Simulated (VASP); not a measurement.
Set up this calculation in VASP 6.6.1, as the native input.

| Quantity | Value |
| --- | --- |
| Task | single point |
| Functional | PBE |
| Potentials or basis | VASP PAW PBE potentials, release 64 (Ga_d, As) |
| Cutoff | 520 eV |
| k mesh | 10 × 10 × 10 |
| Occupations | gaussian, width 0.05 eV |
| Spin | no spin polarisation |
| Dipole correction | no |
| Further INCAR settings | ALGO = Normal; EDIFF = 1e-06; NBANDS = 16 |

The structure of GaAs lies in POSCAR:

```
GaAs
1.0
    0.0000000000      2.8975212500      2.8268500000
    2.8975212500      0.0000000000      2.8268500000
    2.8975212500      2.8975212500      0.0000000000
Ga As
1 1
Direct
    0.0000000000      0.0000000000      0.0000000000
    0.7500000000      0.7500000000      0.7500000000
```

This cell differs from its parent crystal: strain +0.025 along x and y, +0.000 along z.

One way to write it, as run:

INCAR

```
SYSTEM = GaAs
ALGO = Normal
EDIFF = 1E-6
ENCUT = 520
GGA = PE
ISIF = 2
ISMEAR = 0
LASPH = .TRUE.
LCHARG = .FALSE.
LREAL = .FALSE.
LWAVE = .FALSE.
NBANDS = 16
NELM = 80
PREC = Accurate
SIGMA = 0.05
```

KPOINTS

```
k-points
0
G
  10 10 10
  0 0 0
```

Potentials or basis: VASP PAW PBE potentials, release 64 (Ga_d, As).

The run is started by

```console
$ cat potpaw_PBE.64/Ga_d/POTCAR potpaw_PBE.64/As/POTCAR > POTCAR
$ mpirun -np 1 vasp_std > vasp.out
```

It gave:

```json
{"Pressure": "0.1 GPa", "Band gap on the k mesh": "0.06 eV"}
```

Caveat: the cell differs from its parent crystal (strain +0.025 along x and y, +0.000 along z).

Wall time 85 s on 1 thread of Intel Xeon 8259CL, with other jobs on the host, peak memory 0.23 GiB.
